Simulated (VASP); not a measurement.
Wanted: the native input for a VASP 6.6.1 run.

| Item | Value |
| --- | --- |
| Task | relaxation of cell and atoms |
| Functional | LDA |
| Potentials or basis | VASP PAW LDA potentials, release 64 (Zn, In_d, Ga_d, O) |
| Cutoff | 600 eV |
| k mesh | 9 × 9 × 9 |
| Occupations | gaussian, width 0.03 eV |
| Spin | no spin polarisation |
| Further INCAR settings | ALGO = Normal; EDIFF = 1e-06; IBRION = 2; EDIFFG = -0.01; NSW = 90; ISIF = 3 |

The structure of ZnInGaO4 lies in POSCAR:

```
ZnInGaO4
1.0
    1.6803268679      0.9701371695      8.7134054620
   -1.6803268679      0.9701371695      8.7134054620
    0.0000000000     -1.9402743390      8.7134054620
Zn In Ga O
1 1 1 4
Direct
    0.2183820000      0.2183820000      0.2183820000
    0.0027680000      0.0027680000      0.0027680000
    0.7870340000      0.7870340000      0.7870340000
    0.2951430000      0.2951430000      0.2951430000
    0.7113580000      0.7113580000      0.7113580000
    0.1217170000      0.1217170000      0.1217170000
    0.8635990000      0.8635990000      0.8635990000
```

These files were run (other wordings do the same):

INCAR

```
PREC = Accurate
ENCUT = 600
EDIFF = 1E-6
ISMEAR = 0
SIGMA = 0.03
LREAL = F
LASPH = T
NELM = 80
ALGO = Normal
ISIF = 3
LWAVE = F
LCHARG = F
IBRION = 2
NSW = 90
EDIFFG = -0.01
KPAR = 2
```

KPOINTS

```
regular mesh
0
Gamma
  9 9 9
```

Potentials or basis: VASP PAW LDA potentials, release 64 (Zn, In_d, Ga_d, O).

The run is started by

```console
$ cat potpaw_LDA.64/Zn/POTCAR potpaw_LDA.64/In_d/POTCAR potpaw_LDA.64/Ga_d/POTCAR potpaw_LDA.64/O/POTCAR > POTCAR
$ mpirun -np 2 vasp_std > vasp.out
```

It gave:

```json
{"Relaxed volume": "11.36 Å³/atom", "Relaxed cell": "a = 8.717 Å, b = 8.717 Å, c = 8.717 Å, α = 21.72°, β = 21.72°, γ = 21.72°", "Space group after relaxing (to 0.1 Å)": "R3m (No. 160)", "Energy gained by relaxing": "30.8 meV/atom", "Ionic steps": "13", "Pressure after relaxing": "-0.1 GPa", "Largest force after relaxing": "0.007 eV/Å", "Band gap on the k mesh": "1.30 eV"}
```

Caveat: spin-orbit coupling is left out, which moves the levels of the heavy elements; an odd mesh through Γ misses points on the zone boundary, where band edges can lie.

Run time: 110 min on 2 MPI ranks on Intel(R) Xeon(R) Platinum 8375C CPU @ 2.90GHz (Ice Lake), on a shared host, peak memory 0.82 GiB a rank.
